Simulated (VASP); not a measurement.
# Al2Ru (I4/mmm) in VASP: further runs

The runs below take Al2Ru through single point, with PBEsol.

Program: VASP 6.6.1. These are calculated values, not measurements. Logs are shortened: lines on timing, memory, paths and dates and some standing lists are left out, and cuts for length are marked.

## (1) The cell of the first run

Symmetry: I4/mmm, No. 139, tetragonal system. The conventional cell has a = 3.121 Å, b = 3.121 Å, c = 8.444 Å, α = 90.00°, β = 90.00°, γ = 90.00°. Al (site symmetry 4mm) has 5 Ru at 2.58 to 2.88 Å and 9 Al at 2.69 to 3.12 Å within 3.4 Å. Ru (site symmetry 4/mmm) has 10 Al at 2.58 to 2.88 Å and 4 Ru at 3.12 Å within 3.4 Å.

## (2) Single point, PBEsol

Contents of INCAR:

```
ALGO = Fast
EDIFF = 1E-6
ENCUT = 520
GGA = PS
ISIF = 2
ISMEAR = 1
LASPH = T
LCHARG = F
LREAL = F
LWAVE = F
NBANDS = 17
NELM = 100
PREC = Accurate
SIGMA = 0.01
```

Contents of KPOINTS:

```
k-points
0
Gamma
  18 18 18
```

Contents of POSCAR:

```
Al2Ru
1.0
   -1.5604216200      1.5604216200      4.2218055900
    1.5604216200     -1.5604216200      4.2218055900
    1.5604216200      1.5604216200     -4.2218055900
Al Ru
2 1
Direct
    0.6592021900      0.6592021900      0.0000000000
    0.3407978100      0.3407978100      0.0000000000
    0.0000000000      0.0000000000      0.0000000000
```

Potentials or basis: VASP PAW PBE potentials, release 64 (Al, Ru_pv).

Started as:

```
$ cat potpaw_PBE.64/Al/POTCAR potpaw_PBE.64/Ru_pv/POTCAR > POTCAR
$ mpirun -np 1 vasp_std > vasp.out
```

OUTCAR:

```text
EDIFF = 1E-6
   ENCUT = 520
   GGA = PS
   ISIF = 2
   ISMEAR = 1
   LASPH = T
   LREAL = F
   NELM = 100
   PREC = Accurate

 ion  position               nearest neighbor table
   1  0.659  0.659  0.000-   3 2.58   3 2.58   3 2.58   3 2.58   2 2.69   2 2.69   2 2.69   2 2.69
                             2 2.69   3 2.88
   2  0.341  0.341  0.000-   3 2.58   3 2.58   3 2.58   3 2.58   1 2.69   1 2.69   1 2.69   1 2.69
                             1 2.69   3 2.88
   3  0.000  0.000  0.000-   1 2.58   1 2.58   1 2.58   2 2.58   1 2.58   2 2.58   2 2.58   2 2.58
                             1 2.88   2 2.88

  LATTYP: Found a body centered tetragonal cell.
 ALAT       =     3.1208432400
 C/A-ratio  =     2.7055544065

  Lattice vectors:

 A1 = (  -1.5604216200,   1.5604216200,   4.2218055900)
 A2 = (   1.5604216200,  -1.5604216200,   4.2218055900)
 A3 = (   1.5604216200,   1.5604216200,  -4.2218055900)

Analysis of symmetry for initial positions (statically):
=====================================================================
 Subroutine PRICEL returns:
 Original cell was already a primitive cell.

 Routine SETGRP: Setting up the symmetry group for a
 body centered tetragonal supercell.

 Subroutine GETGRP returns: Found 16 space group operations
 (whereof 16 operations were pure point group operations)
 out of a pool of 16 trial point group operations.

The static configuration has the point symmetry D_4h.

Analysis of symmetry for dynamics (positions and initial velocities):
=====================================================================
 Subroutine PRICEL returns:
 Original cell was already a primitive cell.

 Routine SETGRP: Setting up the symmetry group for a
 body centered tetragonal supercell.

 Subroutine GETGRP returns: Found 16 space group operations
 (whereof 16 operations were pure point group operations)
 out of a pool of 16 trial point group operations.

The dynamic configuration has the point symmetry D_4h.

 Subroutine INISYM returns: Found 16 space group operations
 (whereof 16 operations are pure point group operations),
 and found     1 'primitive' translations

----------------------------------------------------------------------------------------

                                     Primitive cell

  volume of cell :      41.1190

  direct lattice vectors                    reciprocal lattice vectors
    -1.560421620  1.560421620  4.221805590     0.000000000  0.320426219  0.118432739
     1.560421620 -1.560421620  4.221805590     0.320426219  0.000000000  0.118432739
     1.560421620  1.560421620 -4.221805590     0.320426219  0.320426219  0.000000000

  length of vectors
     4.763766756  4.763766756  4.763766756     0.341612757  0.341612757  0.453151105

  position of ions in fractional coordinates (direct lattice)
     0.659202190  0.659202190  0.000000000
     0.340797810  0.340797810  0.000000000
     0.000000000  0.000000000  0.000000000

  ion indices of the primitive-cell ions
   primitive index   ion index
                 1           1
                 2           2
                 3           3

----------------------------------------------------------------------------------------

 KPOINTS: k-points

Automatic generation of k-mesh.
 Grid dimensions read from file:
 generate k-points for:   18   18   18

 Generating k-lattice:

  Cartesian coordinates                     Fractional coordinates (reciprocal lattice)
     0.000000000  0.017801457  0.006579597     0.055555556  0.000000000 -0.000000000
     0.017801457  0.000000000  0.006579597     0.000000000  0.055555556 -0.000000000
     0.017801457  0.017801457  0.000000000     0.000000000  0.000000000  0.055555556

  Length of vectors
     0.018978486  0.018978486  0.025175061

  Shift w.r.t. Gamma in fractional coordinates (k-lattice)
     0.000000000  0.000000000  0.000000000

 Subroutine IBZKPT returns following result:
 ===========================================

 Found    480 irreducible k-points:

 Following reciprocal coordinates:
            Coordinates               Weight
  0.000000  0.000000  0.000000      1.000000
  0.055556  0.000000 -0.000000      8.000000
  0.111111  0.000000 -0.000000      8.000000
  0.166667  0.000000 -0.000000      8.000000
  0.222222  0.000000 -0.000000      8.000000
  0.277778  0.000000 -0.000000      8.000000
[... 16 lines left out ...]
 -0.277778  0.055556  0.000000     16.000000
 -0.222222  0.055556  0.000000     16.000000
 [... further k-points ...]
   k-points           NKPTS =    480   k-points in BZ     NKDIM =    480   number of bands    NBANDS=     17
   number of dos      NEDOS =    301   number of ions     NIONS =      3
   total plane-waves  NPLWV =  46656
   dimension x,y,z NGX =    36 NGY =   36 NGZ =   36
   dimension x,y,z NGXF=    72 NGYF=   72 NGZF=   72
   ions per type =               2   1
   NGX,Y,Z   is equivalent  to a cutoff of  12.56, 12.56, 12.56 a.u.
   NGXF,Y,Z  is equivalent  to a cutoff of  25.13, 25.13, 25.13 a.u.
 SYSTEM =  unknown system
   PREC   = accura    normal or accurate (medium, high low for compatibility)
   ISTART =      0    job   : 0-new  1-cont  2-samecut
   ICHARG =      2    charge: 1-file 2-atom 10-const
   ISPIN  =      1    spin polarized calculation?
   LNONCOLLINEAR =      F non collinear calculations
   LSORBIT =      F    spin-orbit coupling
   LASPH  =      T    aspherical Exc in radial PAW
   ENCUT  =  520.0 eV  38.22 Ry    6.18 a.u.   8.86  8.86  8.86*2*pi/ulx,y,z
   NELM   =    100;   NELMIN=  2; NELMDL= -5     # of ELM steps
   EDIFF  = 0.1E-05   stopping-criterion for ELM
   LREAL  =      F    real-space projection
   EDIFFG = 0.1E-04   stopping-criterion for IOM
   NSW    =      0    number of steps for IOM
   IBRION =     -1    ionic relax: 0-MD 1-quasi-New 2-CG
   NFREE  =      0    steps in history (QN), initial steepest desc. (CG)
   ISIF   =      2    stress and relaxation
   ISYM   =      2    0-nonsym 1-usesym 2-fastsym
   POTIM  = 0.5000    time-step for ionic-motion
   TEBEG  =    0.0;   TEEND  =   0.0 temperature during run
   PSTRESS=    0.0 pullay stress
   NELECT =      20.0000    total number of electrons
   NUPDOWN=      -1.0000    fix difference up-down
   EMIN   =  10.00;   EMAX   =-10.00  energy-range for DOS
   EFERMI =   0.00;   METHOD = LEGACY
   ISMEAR =     1;   SIGMA  =   0.01  broadening in eV -4-tet -1-fermi 0-gaus
   EFERMI_NEDOS =   21; number of points for ismear=-14 and -15
   IALGO  =     68    algorithm
   IMIX   =      4    mixing-type and parameters
     AMIX     =   0.40;   BMIX     =  1.00
     AMIX_MAG =   1.60;   BMIX_MAG =  1.00
  volume/ion in A,a.u.               =      13.71        92.49
  Fermi-wavevector in a.u.,A,eV,Ry     =   1.287471  2.432967 22.552766  1.657582
  Thomas-Fermi vector in A             =   2.419483
   LORBIT       =      0    0 simple, 1 ext, 2 COOP (PROOUT), +10 PAW based schemes
   GGA     = PS    functional components
   LHFCALC =     F    Hartree Fock is set to
   AEXX    =    0.0000 exact exchange contribution
   IVDW    =     0    specifies the selected vdW correction
   LEPSILON=     F    determine dielectric tensor
   LRPA    =     F    only Hartree local field effects (RPA)
 non-spin polarized calculation
 RMM-DIIS sequential band-by-band and
 Methfessel and Paxton  Order N= 1 SIGMA  =   0.01
  energy-cutoff  :      520.00
  volume of cell :       41.12
 maximum number of plane-waves:      1126
   NGX = 17   NGY = 17   NGZ = 17

 number of electron      19.9999999 magnetization

 Free energy of the ion-electron system (eV)
  ---------------------------------------------------
  ext. energy  EPLUGINS =         0.00000000
  ---------------------------------------------------
  free energy    TOTEN  =       -20.32855904 eV

  energy without entropy =      -20.32855639  energy(sigma->0) =      -20.32855815

 E-fermi :  10.5493     XC(G=0): -12.0217

 val. band max:       10.5289932222   @ k =  -0.2778   0.2222   0.0000
 cond. band min:      10.5501598590   @ k =  -0.2778   0.2778   0.0000
 fundamental gap:      0.0211666368
 Fermi energy:        10.5492795575

 k-point     1 :       0.0000    0.0000    0.0000
  band No.  band energies     occupation
      1     -32.0599      2.00000
      2     -32.0599      2.00000
      3     -31.9749      2.00000
      4      -0.3991      2.00000
      5       5.0884      2.00000
      6       6.6865      2.00000
[... 9 lines left out ...]
     16      16.7600      0.00000
     17      18.2612      0.00000

 k-point     2 :       0.0556    0.0000   -0.0000
  band No.  band energies     occupation
      1     -32.0639      2.00000
      2     -32.0595      2.00000
      3     -31.9745      2.00000
      4      -0.3410      2.00000
      5       5.1151      2.00000
      6       6.7072      2.00000
[... 9 lines left out ...]
     16      17.0454      0.00000
     17      18.7919      0.00000

 k-point     3 :       0.1111    0.0000   -0.0000
  band No.  band energies     occupation
      1     -32.0756      2.00000
      2     -32.0585      2.00000
      3     -31.9733      2.00000
      4      -0.1680      2.00000
      5       5.1902      2.00000
      6       6.7627      2.00000
[... 9 lines left out ...]
     16      17.5519      0.00000
     17      19.8834      0.00000

 k-point     4 :       0.1667    0.0000   -0.0000
  band No.  band energies     occupation
      1     -32.0935      2.00000
      2     -32.0570      2.00000
      3     -31.9716      2.00000
      4       0.1168      2.00000
      5       5.2973      2.00000
      6       6.8206      2.00000
[... 9 lines left out ...]
     16      18.2224      0.00000
     17      21.0850      0.00000
[... 343 lines left out ...]
      1     -32.1598      2.00000
      2     -32.0551      2.00000
      3     -31.9647      2.00000
      4       1.5516      2.00000
      5       5.4085      2.00000
      6       6.3934      2.00000
[... 9 lines left out ...]
     16      19.8015      0.00000
     17      20.4440      0.00000

 k-point    23 :      -0.2778    0.0556    0.0000
  band No.  band energies     occupation
      1     -32.1381      2.00000
      2     -32.0570      2.00000
      3     -31.9668      2.00000
      4       0.9864      2.00000
      5       5.6079      2.00000
      6       6.4956      2.00000
[... 9 lines left out ...]
     16      19.2648      0.00000
     17      20.8752      0.00000

 k-point    24 :      -0.2222    0.0556    0.0000
  band No.  band energies     occupation
      1     -32.1149      2.00000
      2     -32.0591      2.00000
      3     -31.9691      2.00000
      4       0.5098      2.00000
      5       5.5717      2.00000
      6       6.7469      2.00000
[... 9 lines left out ...]
     16      18.7433      0.00000
     17      21.4779      0.00000

 [... further k-points ...]

------------------------ aborting loop because EDIFF is reached ----------------------------------------

  FORCE on cell =-STRESS in cart. coord.  units (eV):
  Direction    XX          YY          ZZ          XY          YZ          ZX
  --------------------------------------------------------------------------------------
  -------------------------------------------------------------------------------------
  Total       -0.0460761     -0.0460761     -0.1828036      0.0000000     -0.0000000      0.0000000
  in kB       -1.7953298     -1.7953298     -7.1228401      0.0000000     -0.0000000      0.0000000
  external PRESSURE =      -3.5711665 kB  Pullay stress =       0.0000000 kB

 VOLUME and BASIS-vectors are now :
 -----------------------------------------------------------------------------
  energy-cutoff  :      520.00
  volume of cell :       41.12
      direct lattice vectors                 reciprocal lattice vectors
    -1.560421620  1.560421620  4.221805590     0.000000000  0.320426219  0.118432739
     1.560421620 -1.560421620  4.221805590     0.320426219  0.000000000  0.118432739
     1.560421620  1.560421620 -4.221805590     0.320426219  0.320426219  0.000000000

 POSITION                                       TOTAL-FORCE (eV/Angst)
 -----------------------------------------------------------------------------------
      0.00000      0.00000      5.56605         0.000000      0.000000     -0.038872
      0.00000      0.00000      2.87756        -0.000000     -0.000000      0.038872
      0.00000      0.00000      0.00000        -0.000000     -0.000000     -0.000000
 -----------------------------------------------------------------------------------
    total drift:                                0.000000     -0.000000      0.000000

  FREE ENERGIE OF THE ION-ELECTRON SYSTEM (eV)
  ---------------------------------------------------
  free  energy   TOTEN  =       -20.3285590365 eV

  energy  without entropy=      -20.3285563919  energy(sigma->0) =      -20.32855815
```

Run time: 14 min. Hardware: 1 thread of Intel Xeon 8259CL, shared host; peak memory 0.47 GiB.

What came out:

```yaml
Free_energy: -20.3286 eV
Pressure: -0.4 GPa
Largest_force: 0.039 eV/Å
Band_gap_on_the_k_mesh: zero (bands 10 and 11 overlap by 0.18 eV)
```

Forces in eV/Å, atoms in the order of the input:
```
Al   0.000  0.000 -0.039
Al   0.000  0.000  0.039
Ru   0.000  0.000  0.000
```

Caveat: the PAW data sets were made with another functional, which shifts forces and pressure a little.

(Continued in part 2 of 3.)

The gap in the log of VASP goes by the Fermi energy; the results here count the filled bands.